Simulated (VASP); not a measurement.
**Ba: single point with LDA**

Ba:

```xyz
1
Lattice="-2.3789 2.3789 2.3789 2.3789 -2.3789 2.3789 2.3789 2.3789 -2.3789" Properties=species:S:1:pos:R:3 pbc="T T T"
Ba    0.0000    0.0000    0.0000
```

```yaml
Program: VASP 6.6.1
Task: single point
Functional: LDA
Potentials_or_basis: VASP PAW LDA potentials, release 64 (Ba_sv)
Cutoff: 520 eV
k_mesh: 9 × 9 × 9
Occupations: methfessel-paxton, width 0.01 eV
Spin: no spin polarisation
Dipole_correction: no
Further_INCAR_settings: ALGO = Normal; EDIFF = 1e-06; NBANDS = 11
```

```
Pressure               : 0.1 GPa
Band gap on the k mesh : zero (band 5 reaches 2.57 eV, above the bottom of band 6 at 1.31 eV)
```

Levels at points of the mesh, in eV from the Fermi level:
| k point | band 3 | band 4 | band 5 | band 6 | band 7 | band 8 |
| --- | --- | --- | --- | --- | --- | --- |
| (0.00, 0.00, 0.00) | -13.42 | -13.42 | -2.81 | 1.92 | 1.92 | 1.92 |

It took 10 s on 1 thread of Intel(R) Xeon(R) Platinum 8259CL CPU @ 2.50GHz (Skylake/Cascade Lake), with other jobs on the host, peak memory 0.15 GiB.

Caveat: spin-orbit coupling is left out, which moves the levels of the heavy elements.
